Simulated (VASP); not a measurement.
# Be (Fd-3m) in VASP: a series of runs

Runs on Be. Level: BLYP. Tasks: single point.

Program: VASP 6.6.1. These are calculated values, not measurements. Logs are shortened: lines on timing, memory, paths and dates and some standing lists are left out, and cuts for length are marked.

**1. The cell of the first run**

It takes space group Fd-3m (No. 227, cubic). The conventional cell has a = 4.764 Å, b = 4.764 Å, c = 4.764 Å, α = 90.00°, β = 90.00°, γ = 90.00°. Within 2.7 Å of Be (site symmetry -43m) lie 4 Be at 2.06 Å.

**2. Single point, BLYP (volume scaled by 0.88)**

The input, INCAR:

```
AGGAC = 1.0
AGGAX = 1.0
ALDAC = 0.0
ALDAX = 1.0
ALGO = Normal
EDIFF = 1E-7
ENCUT = 520
GGA = B5
ISIF = 2
ISMEAR = -1
LASPH = T
LCHARG = F
LREAL = F
LWAVE = F
NBANDS = 9
NELM = 60
PREC = Accurate
SIGMA = 0.1
```

The input, KPOINTS:

```
k-points
0
Gamma
  12 12 12
```

The input, POSCAR:

```
Be
1.0
    0.0000000000      2.3820371563      2.3820371563
    2.3820371563      0.0000000000      2.3820371563
    2.3820371563      2.3820371563      0.0000000000
Be
2
Direct
    0.1250000000      0.1250000000      0.1250000000
    0.8750000000      0.8750000000      0.8750000000
```

Potentials or basis: VASP PAW PBE potentials, release 64 (Be).

Started as:

```sh
cat potpaw_PBE.64/Be/POTCAR > POTCAR
mpirun -np 1 vasp_std > vasp.out
```

OUTCAR:

```text
EDIFF = 1E-7
   ENCUT = 520
   GGA = B5
   ISIF = 2
   ISMEAR = -1
   LASPH = T
   LREAL = F
   NELM = 60
   PREC = Accurate

 ion  position               nearest neighbor table
   1  0.125  0.125  0.125-   2 2.06   2 2.06   2 2.06   2 2.06
   2  0.875  0.875  0.875-   1 2.06   1 2.06   1 2.06   1 2.06

  LATTYP: Found a face centered cubic cell.
 ALAT       =     4.7640743126

  Lattice vectors:

 A1 = (   0.0000000000,   2.3820371563,   2.3820371563)
 A2 = (   2.3820371563,   0.0000000000,   2.3820371563)
 A3 = (   2.3820371563,   2.3820371563,   0.0000000000)

Analysis of symmetry for initial positions (statically):
=====================================================================
 Subroutine PRICEL returns:
 Original cell was already a primitive cell.

 Routine SETGRP: Setting up the symmetry group for a
 face centered cubic supercell.

 Subroutine GETGRP returns: Found 48 space group operations
 (whereof 12 operations were pure point group operations)
 out of a pool of 48 trial point group operations.

The static configuration has the point symmetry D_3d.
 The point group associated with its full space group is O_h .

Analysis of symmetry for dynamics (positions and initial velocities):
=====================================================================
 Subroutine PRICEL returns:
 Original cell was already a primitive cell.

 Routine SETGRP: Setting up the symmetry group for a
 face centered cubic supercell.

 Subroutine GETGRP returns: Found 48 space group operations
 (whereof 12 operations were pure point group operations)
 out of a pool of 48 trial point group operations.

The dynamic configuration has the point symmetry D_3d.
 The point group associated with its full space group is O_h .

 Subroutine INISYM returns: Found 48 space group operations
 (whereof 12 operations are pure point group operations),
 and found     1 'primitive' translations

----------------------------------------------------------------------------------------

                                     Primitive cell

  volume of cell :      27.0318

  direct lattice vectors                    reciprocal lattice vectors
     0.000000000  2.382037156  2.382037156    -0.209904366  0.209904366  0.209904366
     2.382037156  0.000000000  2.382037156     0.209904366 -0.209904366  0.209904366
     2.382037156  2.382037156  0.000000000     0.209904366  0.209904366 -0.209904366

  length of vectors
     3.368709253  3.368709253  3.368709253     0.363565027  0.363565027  0.363565027

  position of ions in fractional coordinates (direct lattice)
     0.125000000  0.125000000  0.125000000
     0.875000000  0.875000000  0.875000000

  ion indices of the primitive-cell ions
   primitive index   ion index
                 1           1
                 2           2

----------------------------------------------------------------------------------------

 KPOINTS: k-points

Automatic generation of k-mesh.
 Grid dimensions read from file:
 generate k-points for:   12   12   12

 Generating k-lattice:

  Cartesian coordinates                     Fractional coordinates (reciprocal lattice)
    -0.017492031  0.017492031  0.017492031     0.083333333  0.000000000  0.000000000
     0.017492031 -0.017492031  0.017492031     0.000000000  0.083333333  0.000000000
     0.017492031  0.017492031 -0.017492031     0.000000000  0.000000000  0.083333333

  Length of vectors
     0.030297086  0.030297086  0.030297086

  Shift w.r.t. Gamma in fractional coordinates (k-lattice)
     0.000000000  0.000000000  0.000000000

 Subroutine IBZKPT returns following result:
 ===========================================

 Found     72 irreducible k-points:

 Following reciprocal coordinates:
            Coordinates               Weight
  0.000000  0.000000  0.000000      1.000000
  0.083333  0.000000  0.000000      8.000000
  0.166667  0.000000  0.000000      8.000000
  0.250000  0.000000  0.000000      8.000000
  0.333333  0.000000  0.000000      8.000000
  0.416667  0.000000  0.000000      8.000000
[... 16 lines left out ...]
  0.500000  0.166667  0.000000     24.000000
 -0.416667  0.166667  0.000000     24.000000
 [... further k-points ...]
   k-points           NKPTS =     72   k-points in BZ     NKDIM =     72   number of bands    NBANDS=      9
   number of dos      NEDOS =    301   number of ions     NIONS =      2
   total plane-waves  NPLWV =  21952
   dimension x,y,z NGX =    28 NGY =   28 NGZ =   28
   dimension x,y,z NGXF=    56 NGYF=   56 NGZF=   56
   ions per type =               2
   NGX,Y,Z   is equivalent  to a cutoff of  13.82, 13.82, 13.82 a.u.
   NGXF,Y,Z  is equivalent  to a cutoff of  27.64, 27.64, 27.64 a.u.
 SYSTEM =  unknown system
   PREC   = accura    normal or accurate (medium, high low for compatibility)
   ISTART =      0    job   : 0-new  1-cont  2-samecut
   ICHARG =      2    charge: 1-file 2-atom 10-const
   ISPIN  =      1    spin polarized calculation?
   LNONCOLLINEAR =      F non collinear calculations
   LSORBIT =      F    spin-orbit coupling
   LASPH  =      T    aspherical Exc in radial PAW
   ENCUT  =  520.0 eV  38.22 Ry    6.18 a.u.   6.26  6.26  6.26*2*pi/ulx,y,z
   NELM   =     60;   NELMIN=  2; NELMDL= -5     # of ELM steps
   EDIFF  = 0.1E-06   stopping-criterion for ELM
   LREAL  =      F    real-space projection
   EDIFFG = 0.1E-05   stopping-criterion for IOM
   NSW    =      0    number of steps for IOM
   IBRION =     -1    ionic relax: 0-MD 1-quasi-New 2-CG
   NFREE  =      0    steps in history (QN), initial steepest desc. (CG)
   ISIF   =      2    stress and relaxation
   ISYM   =      2    0-nonsym 1-usesym 2-fastsym
   POTIM  = 0.5000    time-step for ionic-motion
   TEBEG  =    0.0;   TEEND  =   0.0 temperature during run
   PSTRESS=    0.0 pullay stress
   NELECT =       4.0000    total number of electrons
   NUPDOWN=      -1.0000    fix difference up-down
   EMIN   =  10.00;   EMAX   =-10.00  energy-range for DOS
   EFERMI =   0.00;   METHOD = LEGACY
   ISMEAR =    -1;   SIGMA  =   0.10  broadening in eV -4-tet -1-fermi 0-gaus
   EFERMI_NEDOS =   21; number of points for ismear=-14 and -15
   IALGO  =     38    algorithm
   IMIX   =      4    mixing-type and parameters
     AMIX     =   0.40;   BMIX     =  1.00
     AMIX_MAG =   1.60;   BMIX_MAG =  1.00
  volume/ion in A,a.u.               =      13.52        91.21
  Fermi-wavevector in a.u.,A,eV,Ry     =   0.865904  1.636321 10.201503  0.749789
  Thomas-Fermi vector in A             =   1.984215
   LORBIT       =      0    0 simple, 1 ext, 2 COOP (PROOUT), +10 PAW based schemes
   GGA     = B5    functional components
   LHFCALC =     F    Hartree Fock is set to
   AEXX    =    0.0000 exact exchange contribution
   IVDW    =     0    specifies the selected vdW correction
   LEPSILON=     F    determine dielectric tensor
   LRPA    =     F    only Hartree local field effects (RPA)
 non-spin polarized calculation
  energy-cutoff  :      520.00
  volume of cell :       27.03
 maximum number of plane-waves:       745
 NGX is ok and might be reduce to    28
   NGX = 13   NGY = 13   NGZ = 13

 number of electron       4.0000000 magnetization

 Free energy of the ion-electron system (eV)
  ---------------------------------------------------
  ext. energy  EPLUGINS =         0.00000000
  ---------------------------------------------------
  free energy    TOTEN  =        -3.36179298 eV

  energy without entropy =       -3.32804044  energy(sigma->0) =       -3.34491671

 E-fermi :   2.6258     XC(G=0):  -8.1318

 val. band max:        2.6099490249   @ k =  -0.2500   0.1667   0.0000
 cond. band min:       2.6680355958   @ k =  -0.3333   0.4167   0.1667
 fundamental gap:      0.0580865709
 Fermi energy:         2.6258469984

 k-point     1 :       0.0000    0.0000    0.0000
  band No.  band energies     occupation
      1      -4.8768      2.00000
      2       7.4825      0.00000
      3       7.4825      0.00000
      4       7.4825      0.00000
      5      10.2971      0.00000
      6      10.2971      0.00000
      7      10.2971      0.00000
      8      17.9343      0.00000
      9      18.2997      0.00000

 k-point     2 :       0.0833    0.0000    0.0000
  band No.  band energies     occupation
      1      -4.7688      2.00000
      2       6.6547      0.00000
      3       7.2465      0.00000
      4       7.2465      0.00000
      5      10.6079      0.00000
      6      10.6079      0.00000
      7      10.9217      0.00000
      8      17.6066      0.00000
      9      18.4929      0.00000

 k-point     3 :       0.1667    0.0000    0.0000
  band No.  band energies     occupation
      1      -4.4451      2.00000
      2       5.0930      0.00000
      3       6.7718      0.00000
      4       6.7718      0.00000
      5      11.2208      0.00000
      6      11.2208      0.00000
      7      11.9090      0.00000
      8      16.9669      0.00000
      9      17.8981      0.00000

 k-point     4 :       0.2500    0.0000    0.0000
  band No.  band energies     occupation
      1      -3.9074      2.00000
      2       3.4147      0.00075
      3       6.3131      0.00000
      4       6.3131      0.00000
      5      11.6584      0.00000
      6      11.6584      0.00000
      7      12.7401      0.00000
      8      16.3540      0.00000
      9      17.8334      0.00000
[... 205 lines left out ...]
 k-point    22 :       0.4167    0.1667    0.0000
  band No.  band energies     occupation
      1      -2.4850      2.00000
      2       1.5754      1.99995
      3       4.7604      0.00000
      4       4.9144      0.00000
      5      10.6299      0.00000
      6      13.6246      0.00000
      7      13.6868      0.00000
      8      15.2640      0.00000
      9      19.0460      0.00000

 k-point    23 :       0.5000    0.1667    0.0000
  band No.  band energies     occupation
      1      -1.4720      2.00000
      2       0.1703      2.00000
      3       4.4323      0.00000
      4       4.8399      0.00000
      5      10.7250      0.00000
      6      13.2875      0.00000
      7      14.5248      0.00000
      8      15.9711      0.00000
      9      18.6914      0.00000

 k-point    24 :      -0.4167    0.1667    0.0000
  band No.  band energies     occupation
      1      -1.1008      2.00000
      2      -0.2541      2.00000
      3       4.0959      0.00000
      4       5.1062      0.00000
      5      10.9689      0.00000
      6      12.9536      0.00000
      7      14.8165      0.00000
      8      16.6254      0.00000
      9      18.5360      0.00000

 [... further k-points ...]

------------------------ aborting loop because EDIFF is reached ----------------------------------------

  FORCE on cell =-STRESS in cart. coord.  units (eV):
  Direction    XX          YY          ZZ          XY          YZ          ZX
  --------------------------------------------------------------------------------------
  -------------------------------------------------------------------------------------
  Total        1.0412418      1.0412418      1.0412418      0.0000000      0.0000000      0.0000000
  in kB       61.7144110     61.7144110     61.7144110      0.0000000      0.0000000      0.0000000
  external PRESSURE =      61.7144110 kB  Pullay stress =       0.0000000 kB

 VOLUME and BASIS-vectors are now :
 -----------------------------------------------------------------------------
  energy-cutoff  :      520.00
  volume of cell :       27.03
      direct lattice vectors                 reciprocal lattice vectors
     0.000000000  2.382037156  2.382037156    -0.209904366  0.209904366  0.209904366
     2.382037156  0.000000000  2.382037156     0.209904366 -0.209904366  0.209904366
     2.382037156  2.382037156  0.000000000     0.209904366  0.209904366 -0.209904366

 POSITION                                       TOTAL-FORCE (eV/Angst)
 -----------------------------------------------------------------------------------
      0.59551      0.59551      0.59551        -0.000000     -0.000000     -0.000000
      4.16857      4.16857      4.16857         0.000000      0.000000      0.000000
 -----------------------------------------------------------------------------------
    total drift:                               -0.000000     -0.000000     -0.000000

  FREE ENERGIE OF THE ION-ELECTRON SYSTEM (eV)
  ---------------------------------------------------
  free  energy   TOTEN  =        -3.3617929759 eV

  energy  without entropy=       -3.3280404393  energy(sigma->0) =       -3.34491671
```

Run time: 21 s. Hardware: 1 thread of Intel Xeon 6975P-C, shared host; peak memory 0.15 GiB.

What came out:

```
Free energy            : -3.3618 eV
Pressure               : 6.2 GPa
Band gap on the k mesh : zero (band 2 reaches 7.48 eV, above the bottom of band 3 at 1.18 eV)
```

Caveat: the PAW data sets were made with another functional, which shifts forces and pressure a little.

**3. Single point, BLYP (volume scaled by 0.92)**

The input, INCAR:

```
SYSTEM = Be
  PREC = Accurate
  ENCUT = 520
  EDIFF = 1E-6
  ISMEAR = -1
  SIGMA = 0.1
  LREAL = .False.
  LASPH = .True.
  NELM = 100
  ALGO = Normal
  ISIF = 2
  LWAVE = .False.
  LCHARG = .True.
  GGA = B5
  ALDAX = 1.0
  AGGAX = 1.0
  AGGAC = 1.0
  ALDAC = 0.0
  LELF = .True.
  LVHAR = .True.
  NBANDS = 9
```

The input, KPOINTS:

```
Automatic mesh
0
Gamma
  12 12 12
  0 0 0
```

The input, POSCAR:

```
Be
1.0
    0.0000000000      2.4175951920      2.4175951920
    2.4175951920      0.0000000000      2.4175951920
    2.4175951920      2.4175951920      0.0000000000
Be
2
Direct
    0.1250000000      0.1250000000      0.1250000000
    0.8750000000      0.8750000000      0.8750000000
```

Potentials or basis: VASP PAW PBE potentials, release 64 (Be).

Started as:

```sh
cat potpaw_PBE.64/Be/POTCAR > POTCAR
mpirun -np 1 vasp_std > vasp.out
```

It took 21 s on 1 thread of Intel Xeon 6975P-C, shared host; peak memory 0.15 GiB.

Results (log left out):

| Item | Value |
| --- | --- |
| Free energy | -3.3995 eV |
| Pressure | 3.7 GPa |
| Band gap on the k mesh | zero (band 2 reaches 7.09 eV, above the bottom of band 3 at 1.04 eV) |

Levels at points of the mesh, in eV from the Fermi level:
```csv
k point,band 1,band 2,band 3,band 4,band 5,band 6,band 7
"(0.00, 0.00, 0.00)",-7.32,4.70,4.70,4.70,7.47,7.47,7.47
"(0.50, 0.00, 0.00)",-3.70,-3.48,2.96,2.96,8.74,8.74,10.79
"(0.50, 0.50, 0.00)",-2.41,-2.41,0.69,0.69,6.62,6.62,15.45
```

Caveat: the PAW data sets were made with another functional, which shifts forces and pressure a little.
